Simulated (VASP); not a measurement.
# Nd2Hf2F (P4/mmm) in VASP: a series of runs

Runs on Nd2Hf2F. Level: PBE. Tasks: relaxation of cell and atoms, single point.

Everything below comes from runs of VASP 6.6.1. Logs are shortened: lines on timing, memory, paths and dates and some standing lists are left out, and cuts for length are marked.

## 1. The cell of the first run

Symmetry: P4/mmm, No. 123, tetragonal system. Conventional cell: a = 3.920 Å, b = 3.920 Å, c = 8.904 Å, α = 90.00°, β = 90.00°, γ = 90.00°. Within 4.3 Å of Nd (site symmetry 4mm) lie 4 F at 3.30 Å and 4 Hf at 3.31 Å and 5 Nd at 3.57 to 3.92 Å. Hf (site symmetry mmm) has 4 Hf at 2.77 Å and 4 Nd at 3.31 Å within 3.7 Å. F (site symmetry 4/mmm) has 8 Nd at 3.30 Å and 4 F at 3.92 Å within 4.3 Å.

The cell was generated, and may not be a known phase.

## 2. Relaxation of cell and atoms, PBE

The input, INCAR:

```
PREC = Accurate
ENCUT = 600
EDIFF = 1E-7
ISMEAR = 0
SIGMA = 0.1
LREAL = False
LASPH = True
NELM = 200
ALGO = Normal
ISIF = 3
LWAVE = False
LCHARG = False
GGA = PE
IBRION = 2
NSW = 100
EDIFFG = -0.01
GGA_COMPAT = False
NELMIN = 4
LMAXMIX = 6
```

The input, KPOINTS:

```
Automatic mesh
0
Gamma
  10 10 4
```

The input, POSCAR:

```
Nd2Hf2F
1.0
    3.9204353548      0.0000000000      0.0000000000
    0.0000000000      3.9204353548      0.0000000000
    0.0000000000      0.0000000000      8.9040133183
Nd Hf F
2 2 1
Direct
    0.5000000000      0.5000000000      0.2004725314
    0.5000000000      0.5000000000      0.7995274686
    0.0000000000      0.5000000000      0.5000000000
    0.5000000000      0.0000000000      0.5000000000
    0.0000000000      0.0000000000      0.0000000000
```

Potentials or basis: VASP PAW PBE potentials, release 64 (Nd_3, Hf_pv, F), 4f in core.

Launch:

```console
> cat potpaw_PBE.64/Nd_3/POTCAR potpaw_PBE.64/Hf_pv/POTCAR potpaw_PBE.64/F/POTCAR > POTCAR
> mpirun -np 1 vasp_std > vasp.out
```

OUTCAR:

```text
PREC = Accurate
   ENCUT = 600
   EDIFF = 1E-7
   ISMEAR = 0
   LREAL = False
   LASPH = True
   NELM = 200
   ISIF = 3
   GGA = PE
   IBRION = 2
   NSW = 100
   EDIFFG = -0.01
   NELMIN = 4

 ion  position               nearest neighbor table
   1  0.500  0.500  0.200-   3 3.31   4 3.31   4 3.31   3 3.31   2 3.57
   2  0.500  0.500  0.800-   3 3.31   4 3.31   4 3.31   3 3.31   1 3.57
   3  0.000  0.500  0.500-   4 2.77   4 2.77   4 2.77   4 2.77   1 3.31   2 3.31   1 3.31   2 3.31

   4  0.500  0.000  0.500-   3 2.77   3 2.77   3 2.77   3 2.77   2 3.31   2 3.31   1 3.31   1 3.31

   5  0.000  0.000  0.000-

  LATTYP: Found a simple tetragonal cell.
 ALAT       =     3.9204353548
 C/A-ratio  =     2.2711797320

  Lattice vectors:

 A1 = (   3.9204353548,   0.0000000000,   0.0000000000)
 A2 = (   0.0000000000,   3.9204353548,   0.0000000000)
 A3 = (   0.0000000000,   0.0000000000,   8.9040133183)

Analysis of symmetry for initial positions (statically):
=====================================================================
 Subroutine PRICEL returns:
 Original cell was already a primitive cell.

 Routine SETGRP: Setting up the symmetry group for a
 simple tetragonal supercell.

 Subroutine GETGRP returns: Found 16 space group operations
 (whereof 16 operations were pure point group operations)
 out of a pool of 16 trial point group operations.

The static configuration has the point symmetry D_4h.

Analysis of symmetry for dynamics (positions and initial velocities):
=====================================================================
 Subroutine PRICEL returns:
 Original cell was already a primitive cell.

 Routine SETGRP: Setting up the symmetry group for a
 simple tetragonal supercell.

 Subroutine GETGRP returns: Found 16 space group operations
 (whereof 16 operations were pure point group operations)
 out of a pool of 16 trial point group operations.

The dynamic configuration has the point symmetry D_4h.

 Subroutine INISYM returns: Found 16 space group operations
 (whereof 16 operations are pure point group operations),
 and found     1 'primitive' translations

----------------------------------------------------------------------------------------

                                     Primitive cell

  volume of cell :     136.8530

  direct lattice vectors                    reciprocal lattice vectors
     3.920435355  0.000000000  0.000000000     0.255073712  0.000000000  0.000000000
     0.000000000  3.920435355  0.000000000     0.000000000  0.255073712  0.000000000
     0.000000000  0.000000000  8.904013318     0.000000000  0.000000000  0.112308907

  length of vectors
     3.920435355  3.920435355  8.904013318     0.255073712  0.255073712  0.112308907

  position of ions in fractional coordinates (direct lattice)
     0.500000000  0.500000000  0.200472531
     0.500000000  0.500000000  0.799527469
     0.000000000  0.500000000  0.500000000
     0.500000000  0.000000000  0.500000000
     0.000000000  0.000000000  0.000000000

  ion indices of the primitive-cell ions
   primitive index   ion index
                 1           1
                 2           2
                 3           3
                 4           4
                 5           5

----------------------------------------------------------------------------------------

 KPOINTS: Automatic mesh

Automatic generation of k-mesh.
 Grid dimensions read from file:
 generate k-points for:   10   10    4

 Generating k-lattice:

  Cartesian coordinates                     Fractional coordinates (reciprocal lattice)
     0.025507371  0.000000000  0.000000000     0.100000000  0.000000000  0.000000000
     0.000000000  0.025507371  0.000000000     0.000000000  0.100000000  0.000000000
     0.000000000  0.000000000  0.028077227     0.000000000  0.000000000  0.250000000

  Length of vectors
     0.025507371  0.025507371  0.028077227

  Shift w.r.t. Gamma in fractional coordinates (k-lattice)
     0.000000000  0.000000000  0.000000000

 Subroutine IBZKPT returns following result:
 ===========================================

 Found     63 irreducible k-points:

 Following reciprocal coordinates:
            Coordinates               Weight
  0.000000  0.000000  0.000000      1.000000
  0.100000  0.000000  0.000000      4.000000
  0.200000  0.000000  0.000000      4.000000
  0.300000  0.000000  0.000000      4.000000
  0.400000  0.000000  0.000000      4.000000
  0.500000  0.000000  0.000000      2.000000
[... 16 lines left out ...]
  0.100000  0.000000  0.250000      8.000000
  0.200000  0.000000  0.250000      8.000000
 [... further k-points ...]
   k-points           NKPTS =     63   k-points in BZ     NKDIM =     63   number of bands    NBANDS=     29
   number of dos      NEDOS =    301   number of ions     NIONS =      5
   total plane-waves  NPLWV =  73728
   dimension x,y,z NGX =    32 NGY =   32 NGZ =   72
   dimension x,y,z NGXF=    64 NGYF=   64 NGZF=  144
   ions per type =               2   2   1
   NGX,Y,Z   is equivalent  to a cutoff of  13.57, 13.57, 13.44 a.u.
   NGXF,Y,Z  is equivalent  to a cutoff of  27.14, 27.14, 26.89 a.u.
 SYSTEM =  unknown system
   PREC   = accura    normal or accurate (medium, high low for compatibility)
   ISTART =      0    job   : 0-new  1-cont  2-samecut
   ICHARG =      2    charge: 1-file 2-atom 10-const
   ISPIN  =      1    spin polarized calculation?
   LNONCOLLINEAR =      F non collinear calculations
   LSORBIT =      F    spin-orbit coupling
   LASPH  =      T    aspherical Exc in radial PAW
   ENCUT  =  600.0 eV  44.10 Ry    6.64 a.u.   7.83  7.83 17.78*2*pi/ulx,y,z
   NELM   =    200;   NELMIN=  4; NELMDL= -5     # of ELM steps
   EDIFF  = 0.1E-06   stopping-criterion for ELM
   LREAL  =      F    real-space projection
   EDIFFG = -.1E-01   stopping-criterion for IOM
   NSW    =    100    number of steps for IOM
   IBRION =      2    ionic relax: 0-MD 1-quasi-New 2-CG
   NFREE  =      1    steps in history (QN), initial steepest desc. (CG)
   ISIF   =      3    stress and relaxation
   ISYM   =      2    0-nonsym 1-usesym 2-fastsym
   POTIM  = 0.5000    time-step for ionic-motion
   TEBEG  =    0.0;   TEEND  =   0.0 temperature during run
   PSTRESS=    0.0 pullay stress
   NELECT =      49.0000    total number of electrons
   NUPDOWN=      -1.0000    fix difference up-down
   EMIN   =  10.00;   EMAX   =-10.00  energy-range for DOS
   EFERMI =   0.00;   METHOD = LEGACY
   ISMEAR =     0;   SIGMA  =   0.10  broadening in eV -4-tet -1-fermi 0-gaus
   EFERMI_NEDOS =   21; number of points for ismear=-14 and -15
   IALGO  =     38    algorithm
   IMIX   =      4    mixing-type and parameters
     AMIX     =   0.40;   BMIX     =  1.00
     AMIX_MAG =   1.60;   BMIX_MAG =  1.00
  volume/ion in A,a.u.               =      27.37       184.71
  Fermi-wavevector in a.u.,A,eV,Ry     =   1.162489  2.196785 18.386640  1.351380
  Thomas-Fermi vector in A             =   2.299049
   LORBIT       =      0    0 simple, 1 ext, 2 COOP (PROOUT), +10 PAW based schemes
   GGA     = PE    functional components
   LHFCALC =     F    Hartree Fock is set to
   AEXX    =    0.0000 exact exchange contribution
   IVDW    =     0    specifies the selected vdW correction
   LEPSILON=     F    determine dielectric tensor
   LRPA    =     F    only Hartree local field effects (RPA)
 conjugate gradient relaxation of ions
 non-spin polarized calculation
 Gauss-broadening in eV      SIGMA  =   0.10
  energy-cutoff  :      600.00
  volume of cell :      136.85
 maximum number of plane-waves:      4604
 NGX is ok and might be reduce to    32
   NGX = 15   NGY = 15   NGZ = 35

--------------------------------------- Ionic step        1  -------------------------------------------

 number of electron      48.9999991 magnetization

 Free energy of the ion-electron system (eV)
  ---------------------------------------------------
  ext. energy  EPLUGINS =         0.00000000
  ---------------------------------------------------
  free energy    TOTEN  =       -32.12484455 eV

  energy without entropy =      -32.09076496  energy(sigma->0) =      -32.10780475

------------------------ aborting loop because EDIFF is reached ----------------------------------------

  FORCE on cell =-STRESS in cart. coord.  units (eV):
  Direction    XX          YY          ZZ          XY          YZ          ZX
  --------------------------------------------------------------------------------------
  -------------------------------------------------------------------------------------
  Total       -0.2086604     -0.2086604      1.3818258      0.0000000     -0.0000000      0.0000000
  in kB       -2.4428463     -2.4428463     16.1774289      0.0000000     -0.0000000      0.0000000
  external PRESSURE =       3.7639121 kB  Pullay stress =       0.0000000 kB

 VOLUME and BASIS-vectors are now :
 -----------------------------------------------------------------------------
  energy-cutoff  :      600.00
  volume of cell :      136.85
      direct lattice vectors                 reciprocal lattice vectors
     3.920435355  0.000000000  0.000000000     0.255073712  0.000000000  0.000000000
     0.000000000  3.920435355  0.000000000     0.000000000  0.255073712  0.000000000
     0.000000000  0.000000000  8.904013318     0.000000000  0.000000000  0.112308907
[... 196 lines left out ...]
 POSITION                                       TOTAL-FORCE (eV/Angst)
 -----------------------------------------------------------------------------------
      1.94992      1.94992      1.79617         0.000000      0.000000     -0.021716
      1.94992      1.94992      7.23747         0.000000     -0.000000      0.021716
      0.00000      1.94992      4.51682         0.000000      0.000000      0.000000
      1.94992     -0.00000      4.51682         0.000000     -0.000000      0.000000
      0.00000     -0.00000      9.03364         0.000000     -0.000000      0.000000
 -----------------------------------------------------------------------------------
    total drift:                                0.000000     -0.000000      0.000000

  FREE ENERGIE OF THE ION-ELECTRON SYSTEM (eV)
  ---------------------------------------------------
  free  energy   TOTEN  =       -32.1390202016 eV

  energy  without entropy=      -32.1045794547  energy(sigma->0) =      -32.12179983

--------------------------------------- Ionic step        7  -------------------------------------------

 number of electron      48.9999995 magnetization

 Free energy of the ion-electron system (eV)
  ---------------------------------------------------
  ext. energy  EPLUGINS =         0.00000000
  ---------------------------------------------------
  free energy    TOTEN  =       -32.13911783 eV

  energy without entropy =      -32.10458947  energy(sigma->0) =      -32.12185365

 E-fermi :   3.2769     XC(G=0):  -9.6614

 val. band max:        3.2718356399   @ k =   0.3000   0.1000   0.5000
 cond. band min:       3.2988692696   @ k =   0.5000   0.3000   0.2500
 fundamental gap:      0.0270336297
 Fermi energy:         3.2769434829

 k-point     1 :       0.0000    0.0000    0.0000
  band No.  band energies     occupation
      1     -35.2826      2.00000
      2     -35.2548      2.00000
      3     -27.4353      2.00000
      4     -27.4353      2.00000
      5     -26.9426      2.00000
      6     -26.5877      2.00000
[... 757 lines left out ...]
     28       3.9066      0.00000
     29       4.2249      0.00000

 [... further k-points ...]

------------------------ aborting loop because EDIFF is reached ----------------------------------------

  FORCE on cell =-STRESS in cart. coord.  units (eV):
  Direction    XX          YY          ZZ          XY          YZ          ZX
  --------------------------------------------------------------------------------------
  -------------------------------------------------------------------------------------
  Total        0.0003752      0.0003752      0.0203558      0.0000000      0.0000000      0.0000000
  in kB        0.0043805      0.0043805      0.2376476      0.0000000      0.0000000      0.0000000
  external PRESSURE =       0.0821362 kB  Pullay stress =       0.0000000 kB

 VOLUME and BASIS-vectors are now :
 -----------------------------------------------------------------------------
  energy-cutoff  :      600.00
  volume of cell :      137.23
      direct lattice vectors                 reciprocal lattice vectors
     3.899915033  0.000000000  0.000000000     0.256415843  0.000000000  0.000000000
     0.000000000  3.899915033  0.000000000     0.000000000  0.256415843  0.000000000
     0.000000000 -0.000000000  9.023065224     0.000000000 -0.000000000  0.110827083

 POSITION                                       TOTAL-FORCE (eV/Angst)
 -----------------------------------------------------------------------------------
      1.94996      1.94996      1.79023         0.000000      0.000000     -0.002954
      1.94996      1.94996      7.23284        -0.000000     -0.000000      0.002954
      0.00000      1.94996      4.51153        -0.000000     -0.000000      0.000000
      1.94996     -0.00000      4.51153        -0.000000     -0.000000      0.000000
      0.00000      0.00000      0.00000        -0.000000     -0.000000      0.000000
 -----------------------------------------------------------------------------------
    total drift:                                0.000000     -0.000000     -0.000000

  FREE ENERGIE OF THE ION-ELECTRON SYSTEM (eV)
  ---------------------------------------------------
  free  energy   TOTEN  =       -32.1391178272 eV

  energy  without entropy=      -32.1045894745  energy(sigma->0) =      -32.12185365

 reached required accuracy - stopping structural energy minimisation
```

Wall time 25 min (1 thread of Intel Xeon Platinum 8375C at 2.90GHz (Ice Lake), shared host); peak memory 0.49 GiB.

Results:

- Free energy: -32.1391 eV
- Relaxed volume: 27.45 Å³/atom
- Relaxed cell: a = 3.900 Å, b = 3.900 Å, c = 9.023 Å, α = 90.00°, β = 90.00°, γ = 90.00°
- Space group after relaxing (to 0.1 Å): P4/mmm (No. 123)
- Energy gained by relaxing: 2.9 meV/atom
- Ionic steps: 7
- Pressure after relaxing: 0.0 GPa
- Band gap on the k mesh: zero (an odd number of electrons rules out a gap without spin polarisation)

Forces on the atoms (eV/Å):
```
Nd   0.000  0.000 -0.003
Nd   0.000  0.000  0.003
Hf   0.000  0.000  0.000
Hf   0.000  0.000  0.000
F    0.000  0.000  0.000
```

Step by step:
```
step  energy change (eV)  largest force (eV/Å)  pressure (GPa)  volume (Å³)
   1              0.0000                0.2097            0.38       136.85
   2             -0.0130                0.0401           -0.21       138.12
   3             -0.0131                0.0189           -0.28       138.29
   4             -0.0141                0.0297            0.01       137.40
   5             -0.0141                0.0291           -0.01       137.45
   6             -0.0142                0.0217            0.00       137.39
   7             -0.0143                0.0030            0.01       137.23
```

Final structure:
```
CELL_PARAMETERS angstrom
3.89992 0.00000 0.00000
0.00000 3.89992 0.00000
0.00000 0.00000 9.02307
ATOMIC_POSITIONS crystal
Nd 0.50000 0.50000 0.19841
Nd 0.50000 0.50000 0.80159
Hf 0.00000 0.50000 0.50000
Hf 0.50000 0.00000 0.50000
F 0.00000 0.00000 0.00000
```

Levels at points of the mesh, in eV from the Fermi level:
```csv
k point,band 20,band 21,band 22,band 23,band 24,band 25,band 26,band 27,band 28,band 29
"(0.00, 0.00, 0.00)",-3.16,-1.99,-1.41,-1.24,-0.88,-0.30,-0.30,-0.07,0.48,1.36
"(0.50, 0.00, 0.00)",-2.50,-0.98,-0.74,-0.69,-0.13,0.06,0.93,1.15,1.40,1.48
"(0.50, 0.50, 0.00)",-2.15,-1.83,-1.75,-0.64,-0.51,0.12,0.12,1.14,1.14,1.94
"(0.00, 0.00, 0.50)",-3.07,-2.24,-1.41,-1.37,-0.62,-0.43,-0.39,-0.39,-0.19,1.88
"(0.50, 0.00, 0.50)",-2.41,-1.21,-1.15,-0.76,-0.11,0.25,0.62,0.90,1.40,1.44
"(0.50, 0.50, 0.50)",-2.13,-2.13,-2.03,-0.13,0.28,0.28,0.56,0.56,0.75,1.31
```

Caveat: spin-orbit coupling is left out, which moves the levels of the heavy elements; the 4f electrons are frozen in the core, so they carry no moment and show no levels; the run has no spin polarisation, though such a crystal can be magnetic. Spin polarisation is off, so any magnetic state and its effect on volume and gap are missing.

## 3. Single point, PBE

This run uses another cell than the first one, of 23.61 Å³/atom.

The input, INCAR:

```
SYSTEM = Nd2Hf2F
ALGO = Normal
EDIFF = 1E-6
ENCUT = 520
GGA = PE
ISIF = 2
ISMEAR = 0
LASPH = .True.
LCHARG = .False.
LREAL = .False.
LWAVE = .False.
NBANDS = 36
NELM = 100
PREC = Accurate
SIGMA = 0.1
```

The input, KPOINTS:

```
k-points
0
Gamma
  4 4 4
  0 0 0
```

The input, POSCAR:

```
Nd2Hf2F
1.0
    4.4316312400      0.0000000000      0.0000000000
    0.0000000000      4.4316312400      0.0000000000
    0.0000000000      0.0000000000      6.0113772900
Nd Hf F
2 2 1
Direct
    0.5000000000      0.5000000000      0.2399999900
    0.5000000000      0.5000000000      0.7600000100
    0.0000000000      0.5000000000      0.5000000000
    0.5000000000      0.0000000000      0.5000000000
    0.0000000000      0.0000000000      0.0000000000
```

Potentials or basis: VASP PAW PBE potentials, release 64 (Nd, Hf_pv, F).

Launch:

```console
> cat potpaw_PBE.64/Nd/POTCAR potpaw_PBE.64/Hf_pv/POTCAR potpaw_PBE.64/F/POTCAR > POTCAR
> mpirun -np 1 vasp_std > vasp.out
```

It took 2.9 min on 1 thread of Oxide Virtual Turin-like, shared host; peak memory 0.26 GiB.

Results (log left out):

```yaml
Free_energy: -28.4558 eV
Pressure: 6.0 GPa
Largest_force: 3.116 eV/Å
Band_gap_on_the_k_mesh: zero (an odd number of electrons rules out a gap without spin polarisation)
```

Forces in eV/Å, atoms in the order of the input:
```
Nd   0.000  0.000 -3.116
Nd   0.000  0.000  3.116
Hf   0.000  0.000  0.000
Hf   0.000  0.000  0.000
F    0.000  0.000  0.000
```

Stress tensor (GPa, compression positive):
```
 2.78  0.00  0.00
 0.00  2.78  0.00
 0.00  0.00 12.53
```

Levels at points of the mesh, in eV from the Fermi level:
```csv
k point,band 24,band 25,band 26,band 27,band 28,band 29,band 30,band 31
"(0.00, 0.00, 0.00)",-0.06,-0.01,-0.01,0.02,0.02,0.04,0.21,0.21
"(0.50, 0.00, 0.00)",-0.64,-0.43,-0.18,-0.05,-0.01,0.00,0.11,0.14
"(0.50, 0.50, 0.00)",-0.45,-0.37,-0.37,-0.07,0.01,0.01,0.11,0.22
"(0.00, 0.00, 0.50)",-0.45,-0.45,0.04,0.04,0.09,0.17,0.17,0.21
"(0.50, 0.00, 0.50)",-0.46,-0.36,-0.32,-0.29,0.00,0.04,0.07,0.13
"(0.50, 0.50, 0.50)",-0.17,-0.08,-0.08,0.02,0.02,0.05,0.05,0.16
```

Caveat: the stress differs along the axes, from 3 to 13 GPa; spin-orbit coupling is left out, which moves the levels of the heavy elements; the run has no spin polarisation, though such a crystal can be magnetic; semilocal functionals describe open f shells poorly, which spoils levels, moments and volumes; forces of over 1 eV/Å act on the atoms, so gaps and moduli don't describe the material at rest.

The gap in the log of VASP goes by the Fermi energy; the results here count the filled bands.